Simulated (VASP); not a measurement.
# Ca in VASP: notebook, part 2 of 2

VASP 6.6.1. The steps go on from the part before.

## 3. Relaxation of the atoms, PBEsol

File INCAR:

```
PREC     = Accurate       # precision mode
ENCUT    = 520            # plane-wave cutoff, eV
EDIFF    = 1E-7           # SCF threshold, eV
ISMEAR   = -1             # smearing method
SIGMA    = 0.1            # smearing width, eV
LREAL    = False          # projectors in reciprocal space
LASPH    = True           # aspherical terms in the spheres
NELM     = 100            # most SCF steps
ALGO     = Normal         # electronic algorithm
ISIF     = 2              # what is computed and relaxed
LWAVE    = False          # write WAVECAR
LCHARG   = False          # write CHGCAR
LDIPOL   = True         
IDIPOL   = 3            
DIPOL    = 0.5 0.5 0.500
GGA      = PS             # functional
IBRION   = 2              # ionic algorithm
NSW      = 50             # ionic steps
EDIFFG   = -0.03          # ionic threshold
```

File KPOINTS:

```
regular mesh
0
Gamma
  5 5 1
```

File POSCAR:

```
Ca
1.0
    3.8142862081      0.0000000000      0.0000000000
   -1.2854140522      3.5911683324      0.0000000000
    0.0000000000      0.0000000000     25.3558924564
Ca
4
Direct
    0.5000000000      0.5000000000      0.3155085160
    0.0000000000      0.0000000000      0.4385028387
    0.5000000000      0.5000000000      0.5614971613
    0.0000000000      0.0000000000      0.6844914840
```

Potentials or basis: VASP PAW PBE potentials, release 64 (Ca_sv).

Run with:

```bash
> cat potpaw_PBE.64/Ca_sv/POTCAR > POTCAR
> mpirun -np 1 vasp_std > vasp.out
```

OUTCAR:

```text
PREC = Accurate
   ENCUT = 520
   EDIFF = 1E-7
   ISMEAR = -1
   LREAL = False
   LASPH = True
   NELM = 100
   ISIF = 2
   GGA = PS
   IBRION = 2
   NSW = 50
   EDIFFG = -0.03

 ion  position               nearest neighbor table
   1  0.500  0.500  0.316-
   2  0.000  0.000  0.439-
   3  0.500  0.500  0.561-
   4  0.000  0.000  0.684-

  LATTYP: Found a base centered orthorhombic cell.
 ALAT       =     4.3922300000
 B/A-ratio  =     1.4200671726
 C/A-ratio  =     5.7728972428

  Lattice vectors:

 A1 = (   3.8142862081,   0.0000000000,   0.0000000000)
 A2 = (  -1.2854140522,   3.5911683324,   0.0000000000)
 A3 = (   0.0000000000,   0.0000000000,  25.3558924564)

Analysis of symmetry for initial positions (statically):
=====================================================================
 Subroutine PRICEL returns:
 Original cell was already a primitive cell.

 Routine SETGRP: Setting up the symmetry group for a
 base centered orthorhombic supercell.

 Subroutine GETGRP returns: Found  8 space group operations
 (whereof  4 operations were pure point group operations)
 out of a pool of  8 trial point group operations.

The static configuration has the point symmetry C_2v.
 The point group associated with its full space group is D_2h.

Analysis of symmetry for dynamics (positions and initial velocities):
=====================================================================
 Subroutine PRICEL returns:
 Original cell was already a primitive cell.

 Routine SETGRP: Setting up the symmetry group for a
 base centered orthorhombic supercell.

 Subroutine GETGRP returns: Found  8 space group operations
 (whereof  4 operations were pure point group operations)
 out of a pool of  8 trial point group operations.

The dynamic configuration has the point symmetry C_2v.
 The point group associated with its full space group is D_2h.

 Subroutine INISYM returns: Found  8 space group operations
 (whereof  4 operations are pure point group operations),
 and found     1 'primitive' translations

----------------------------------------------------------------------------------------

                                     Primitive cell

  volume of cell :     347.3185

  direct lattice vectors                    reciprocal lattice vectors
     3.814286208  0.000000000  0.000000000     0.262172251  0.093841297  0.000000000
    -1.285414052  3.591168332  0.000000000     0.000000000  0.278460909  0.000000000
     0.000000000  0.000000000 25.355892456     0.000000000  0.000000000  0.039438564

  length of vectors
     3.814286208  3.814286208 25.355892456     0.278460909  0.278460909  0.039438564

  position of ions in fractional coordinates (direct lattice)
     0.500000000  0.500000000  0.315508516
     0.000000000  0.000000000  0.438502839
     0.500000000  0.500000000  0.561497161
     0.000000000  0.000000000  0.684491484

  ion indices of the primitive-cell ions
   primitive index   ion index
                 1           1
                 2           2
                 3           3
                 4           4

[... 51 lines left out ...]
   LSORBIT =      F    spin-orbit coupling
   LASPH  =      T    aspherical Exc in radial PAW
   ENCUT  =  520.0 eV  38.22 Ry    6.18 a.u.   7.09  7.09 47.15*2*pi/ulx,y,z
   NELM   =    100;   NELMIN=  2; NELMDL= -5     # of ELM steps
   EDIFF  = 0.1E-06   stopping-criterion for ELM
   LREAL  =      F    real-space projection
   EDIFFG = -.3E-01   stopping-criterion for IOM
   NSW    =     50    number of steps for IOM
   IBRION =      2    ionic relax: 0-MD 1-quasi-New 2-CG
   NFREE  =      1    steps in history (QN), initial steepest desc. (CG)
   ISIF   =      2    stress and relaxation
   ISYM   =      2    0-nonsym 1-usesym 2-fastsym
   POTIM  = 0.5000    time-step for ionic-motion
   TEBEG  =    0.0;   TEEND  =   0.0 temperature during run
   PSTRESS=    0.0 pullay stress
   NELECT =      40.0000    total number of electrons
   NUPDOWN=      -1.0000    fix difference up-down
   EMIN   =  10.00;   EMAX   =-10.00  energy-range for DOS
   EFERMI =   0.00;   METHOD = LEGACY
   ISMEAR =    -1;   SIGMA  =   0.10  broadening in eV -4-tet -1-fermi 0-gaus
   EFERMI_NEDOS =   21; number of points for ismear=-14 and -15
   IALGO  =     38    algorithm
   IMIX   =      4    mixing-type and parameters
     AMIX     =   0.40;   BMIX     =  1.00
     AMIX_MAG =   1.60;   BMIX_MAG =  1.00
  volume/ion in A,a.u.               =      86.83       585.96
  Fermi-wavevector in a.u.,A,eV,Ry     =   0.796500  1.505166  8.631692  0.634411
  Thomas-Fermi vector in A             =   1.903034
   LORBIT       =      0    0 simple, 1 ext, 2 COOP (PROOUT), +10 PAW based schemes
   GGA     = PS    functional components
   LHFCALC =     F    Hartree Fock is set to
   AEXX    =    0.0000 exact exchange contribution
   IVDW    =     0    specifies the selected vdW correction
   LEPSILON=     F    determine dielectric tensor
   LRPA    =     F    only Hartree local field effects (RPA)
 conjugate gradient relaxation of ions
 non-spin polarized calculation
  energy-cutoff  :      520.00
  volume of cell :      347.32
 maximum number of plane-waves:      9396
   NGX = 15   NGY = 15   NGZ = 95

--------------------------------------- Ionic step        1  -------------------------------------------

 number of electron      40.0000008 magnetization

 Free energy of the ion-electron system (eV)
  ---------------------------------------------------
  ext. energy  EPLUGINS =         0.00000000
  ---------------------------------------------------
  free energy    TOTEN  =        -7.65370081 eV

  energy without entropy =       -7.44256003  energy(sigma->0) =       -7.54813042

------------------------ aborting loop because EDIFF is reached ----------------------------------------

  FORCE on cell =-STRESS in cart. coord.  units (eV):
  Direction    XX          YY          ZZ          XY          YZ          ZX
  --------------------------------------------------------------------------------------
  -------------------------------------------------------------------------------------
  Total       -0.7310387     -1.0746268     -1.5133633     -0.4799554      0.0000000      0.0000000
  in kB       -3.3722752     -4.9572444     -6.9811318     -2.2140302      0.0000000      0.0000000
  external PRESSURE =      -5.1035505 kB  Pullay stress =       0.0000000 kB
[... 95 lines left out ...]
  FREE ENERGIE OF THE ION-ELECTRON SYSTEM (eV)
  ---------------------------------------------------
  free  energy   TOTEN  =        -7.6668891733 eV

  energy  without entropy=       -7.4577360791  energy(sigma->0) =       -7.56231263

 dipolmoment           0.000000      0.000000     -0.000000 electrons x Angstroem

[... ionic steps 4 to 7 ...]

--------------------------------------- Ionic step        8  -------------------------------------------

 number of electron      40.0000008 magnetization

------------------------ aborting loop because EDIFF is reached ----------------------------------------
[... 71 lines left out ...]
--------------------------------------- Ionic step       10  -------------------------------------------

 number of electron      40.0000008 magnetization

 dipolmoment           0.000000      0.000000      0.000000 electrons x Angstroem

 Free energy of the ion-electron system (eV)
  ---------------------------------------------------
  ext. energy  EPLUGINS =         0.00000000
  ---------------------------------------------------
  free energy    TOTEN  =        -7.70456424 eV

  energy without entropy =       -7.51337252  energy(sigma->0) =       -7.60896838

 E-fermi :  -0.4251     XC(G=0):  -4.3664

 val. band max:       -0.4520941610   @ k =  -0.4000   0.2000   0.0000
 cond. band min:      -0.4010814996   @ k =  -0.4000   0.4000   0.0000
 fundamental gap:      0.0510126614
 Fermi energy:        -0.4250559508

 k-point     1 :       0.0000    0.0000    0.0000
  band No.  band energies     occupation
      1     -42.6360      2.00000
      2     -42.6360      2.00000
      3     -42.1353      2.00000
      4     -42.1251      2.00000
      5     -23.7674      2.00000
      6     -23.7668      2.00000
[... 232 lines left out ...]
     23       0.0659      0.01465
     24       0.5134      0.00017

------------------------ aborting loop because EDIFF is reached ----------------------------------------

 vacuum level on the upper side and lower side of the slab       (xc-potential included)        -0.151        -0.151

  FORCE on cell =-STRESS in cart. coord.  units (eV):
  Direction    XX          YY          ZZ          XY          YZ          ZX
  --------------------------------------------------------------------------------------
  -------------------------------------------------------------------------------------
  Total       -0.3724884     -0.4863572     -0.0722495     -0.1590624      0.0000000      0.0000000
  in kB       -1.7182860     -2.2435617     -0.3332862     -0.7337533      0.0000000      0.0000000
  external PRESSURE =      -1.4317113 kB  Pullay stress =       0.0000000 kB
[... 19 lines left out ...]
  FREE ENERGIE OF THE ION-ELECTRON SYSTEM (eV)
  ---------------------------------------------------
  free  energy   TOTEN  =        -7.7045642433 eV

  energy  without entropy=       -7.5133725195  energy(sigma->0) =       -7.60896838

 reached required accuracy - stopping structural energy minimisation

 vacuum level on the upper side and lower side of the slab         2.266         2.266
```

It took 28 min on 1 thread of Intel Xeon 8259CL, shared host; peak memory 0.4 GiB.

Results:

- Free energy: -7.7046 eV
- Energy gained by relaxing: 12.7 meV/atom
- Ionic steps: 10
- Largest force after relaxing: 0.004 eV/Å
- Band gap on the k mesh: zero (bands 20 and 21 overlap by 0.05 eV)

Forces on the atoms (eV/Å):
```
Ca   0.000  0.000  0.004
Ca   0.000  0.000  0.000
Ca   0.000  0.000  0.000
Ca   0.000  0.000 -0.004
```

Step by step:
| step | energy change (eV) | largest force (eV/Å) | pressure (GPa) |
| --- | --- | --- | --- |
| 1 | 0.0000 | 0.1829 | -0.51 |
| 2 | -0.0037 | 0.1753 | -0.50 |
| 3 | -0.0132 | 0.1502 | -0.47 |
| 4 | -0.0252 | 0.0922 | -0.40 |
| 5 | -0.0154 | 0.2659 | -0.21 |
| 6 | -0.0274 | 0.1166 | -0.35 |
| 7 | -0.0328 | 0.1049 | -0.32 |
| 8 | -0.0451 | 0.0628 | -0.24 |
| 9 | -0.0484 | 0.0555 | -0.07 |
| 10 | -0.0509 | 0.0044 | -0.14 |

Final structure:
```xyz
4
Lattice="3.8143 0.0000 0.0000 -1.2854 3.5912 0.0000 0.0000 0.0000 25.3559" Properties=species:S:1:pos:R:3 pbc="T T T"
Ca    1.2644    1.7956    8.2764
Ca    0.0000    0.0000   11.1799
Ca    1.2644    1.7956   14.1760
Ca    0.0000    0.0000   17.0795
```

Caveat: the PAW data sets were made with another functional, which shifts forces and pressure a little.

The gap in the log of VASP goes by the Fermi energy; the results here count the filled bands.